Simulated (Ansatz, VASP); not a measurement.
## Y5N in VASP and in Ansatz

```xyz
6
Lattice="5.6576 0.0000 0.0000 -2.8288 4.8996 0.0000 0.0000 0.0000 5.9232" Properties=species:S:1:pos:R:3 pbc="T T T"
Y     2.8288    1.6332    4.4502
Y     0.0000    0.0000    0.0000
Y     2.8288    1.6332    1.4730
Y     0.0000    3.2664    1.4730
Y     0.0000    3.2664    4.4502
N     0.0000    0.0000    2.9616
```

Change from the starting cell: species swapped into the BaSn5 type (P6/mmm, No. 191).

Alike in both runs: functional PBE; k mesh 12 × 12 × 6; occupations gaussian, width 0.1 eV; no spin polarisation.

Ansatz relaxed the structure, and its values are those at the end. VASP's run is a single point on that final structure, the one shown.

|  | VASP | Ansatz |
| --- | --- | --- |
| version | VASP 6.6.1 | Ansatz 0.2.0 |
| potentials or method | VASP PAW PBE potentials, release 64 (Y_sv, N), cutoff 520 eV | scalar-relativistic, plane waves, PAW |
| valence electrons in the cell | 60 | 60 |

```tsv
	VASP	Ansatz	Ansatz less VASP
gap on the k mesh at the Fermi level (eV)	none	none	-
pressure (GPa)	-0.1	0.0	+0.07
rms of the force components (eV/Å)	0.003	0.001	-0.0022
```

A gap of «none» marks a metal or a gap that the smearing closes. With one functional, cell and mesh, what is left measures potentials, basis and numerics.
